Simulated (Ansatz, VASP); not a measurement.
## One calculation of AlH8, two programs

```
Al H
1.0
     6.36697    0.00000    0.00000
    -3.18348    5.51396    0.00000
     0.00000    0.00000    5.81847
Al H
1 8
Direct
  0.00000 0.00000 0.50000
  0.85523 0.14477 0.50000
  0.85523 0.71045 0.50000
  0.28955 0.14477 0.50000
  0.00000 0.00000 0.93561
  0.00000 0.00000 0.06439
  0.66667 0.33333 0.00000
  0.33333 0.66667 0.43563
  0.33333 0.66667 0.56437
```

Alike in both runs: task single point; functional PBE; k mesh 9 × 9 × 6; occupations gaussian, width 0.1 eV; no spin polarisation.

|  | VASP | Ansatz |
| --- | --- | --- |
| version | VASP 6.6.1 | Ansatz 0.2.0 |
| potentials or method | VASP PAW PBE potentials, release 64 (Al, H), cutoff 520 eV | scalar-relativistic, plane waves, PAW |
| valence electrons in the cell | 11 | 11 |

Ansatz gave:

* gap on the k mesh at the Fermi level (eV): none
* pressure (GPa): 0.0
* rms of the force components (eV/Å): 0.000

Task: What did VASP give for the same quantities?

Result: gap on the k mesh at the Fermi level (eV): none; pressure (GPa): -0.1; rms of the force components (eV/Å): 0.004.

Atom by atom the forces differ by 0.004 eV/Å (rms over components). A gap of «none» marks a metal or a gap that the smearing closes. Ansatz's warnings: xc potential rough in thin density.
